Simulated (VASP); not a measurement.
Input of a VASP 6.6.1 run:

File INCAR:

```
PREC = Accurate
ENCUT = 520
EDIFF = 1E-6
ISMEAR = -1
SIGMA = 0.05
LREAL = F
LASPH = T
NELM = 80
ALGO = Normal
ISIF = 2
LWAVE = F
LCHARG = F
GGA = CA
NBANDS = 17
```

KPOINTS

```
Automatic mesh
0
Gamma
  7 7 7
```

The input POSCAR:

```
SnTe
1.0
    0.0000000000      3.6586665285      3.6586665285
    3.6586665285      0.0000000000      3.6586665285
    3.6586665285      3.6586665285      0.0000000000
Te Sn
1 1
Direct
    0.2500000000      0.2500000000      0.2500000000
    0.0000000000      0.0000000000      0.0000000000
```

Potentials or basis: VASP PAW LDA potentials, release 64 (Te, Sn_d).

Command:

```console
$ cat potpaw_LDA.64/Te/POTCAR potpaw_LDA.64/Sn_d/POTCAR > POTCAR
$ mpirun -np 1 vasp_std > vasp.out
```

(1) Estimate the pressure.

(2) Predict the band gap on the k mesh.

Answers

(1) -2.9 GPa.

(2) 0.33 eV, indirect (least direct gap 0.79 eV).

Caveat: spin-orbit coupling is left out, which moves the levels of the heavy elements.
